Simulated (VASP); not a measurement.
Set up this calculation in VASP 6.6.1, as the native input.

```yaml
Task: single point
Functional: PBE
Potentials_or_basis: VASP PAW PBE potentials, release 64 (Sb, Ga_d)
Cutoff: 520 eV
k_mesh: 8 × 8 × 8
Occupations: gaussian, width 0.05 eV
Spin: no spin polarisation
Dipole_correction: no
Further_INCAR_settings: ALGO = Normal; EDIFF = 1e-06; NBANDS = 16
```

The structure of GaSb lies in POSCAR:

```
GaSb
1.0
   -1.5559010000      2.6750030000      2.8933130000
    1.5559010000     -2.6750030000      2.8933130000
    1.5559010000      2.6750030000     -2.8933130000
Sb Ga
1 1
Direct
    0.5000000000      0.5000000000      0.0000000000
    0.0000000000      0.0000000000      0.0000000000
```

One way to write it, as run:

INCAR

```
SYSTEM = GaSb
PREC = Accurate
ENCUT = 520
EDIFF = 1E-6
ISMEAR = 0
SIGMA = 0.05
LREAL = .False.
LASPH = .True.
NELM = 80
ALGO = Normal
ISIF = 2
LWAVE = .False.
LCHARG = .True.
GGA = PE
LELF = .True.
LVHAR = .True.
NBANDS = 16
```

KPOINTS

```
Automatic mesh
0
Gamma
  8 8 8
  0 0 0
```

Potentials or basis: VASP PAW PBE potentials, release 64 (Sb, Ga_d).

Launch:

```bash
$ cat potpaw_PBE.64/Sb/POTCAR potpaw_PBE.64/Ga_d/POTCAR > POTCAR
$ mpirun -np 1 vasp_std > vasp.out
```

It gave:

```json
{
 "Pressure": "-0.2 GPa",
 "Band gap on the k mesh": "zero (band 9 reaches 8.43 eV, above the bottom of band 10 at 4.18 eV)"
}
```

Caveat: spin-orbit coupling is left out, which moves the levels of the heavy elements.

It took 19 s on 1 thread of Intel(R) Xeon(R) 6975P-C (Granite Rapids), on a shared host, peak memory 0.22 GiB.
